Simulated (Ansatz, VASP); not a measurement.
**Two plane-wave programs on CsRe2**

```
CELL_PARAMETERS angstrom
0.00000 3.11560 3.11560
3.11560 0.00000 3.11560
3.11560 3.11560 0.00000
ATOMIC_POSITIONS crystal
Cs 0.00000 0.00000 0.00000
Re 0.25000 0.25000 0.25000
Re 0.75000 0.75000 0.75000
```

Alike in both runs: functional PBE; k mesh 6 × 6 × 6; occupations gaussian, width 0.1 eV; no spin polarisation.

Ansatz relaxed the structure, and its values are those at the end. VASP's run is a single point on that final structure, the one shown.

```csv
,VASP,Ansatz
version,VASP 6.6.1,Ansatz 0.2.0
potentials or method,"VASP PAW PBE potentials, release 64 (Cs_sv, Re), cutoff 520 eV","scalar-relativistic, plane waves, PAW"
valence electrons in the cell,23,39
```

VASP gave:

* gap on the k mesh at the Fermi level (eV): none
* pressure (GPa): 5.6

Task: What did Ansatz give for the same quantities?

Result: gap on the k mesh at the Fermi level (eV): none; pressure (GPa): 0.0.

A gap of «none» marks a metal or a gap that the smearing closes. One of these differences is far larger than is usual between the two programs; its cause wasn't traced. VASP's potentials hold 23 valence electrons a cell and Ansatz's 39, so a difference there can come from the potentials and not from the codes.

Spin-orbit coupling is off throughout.
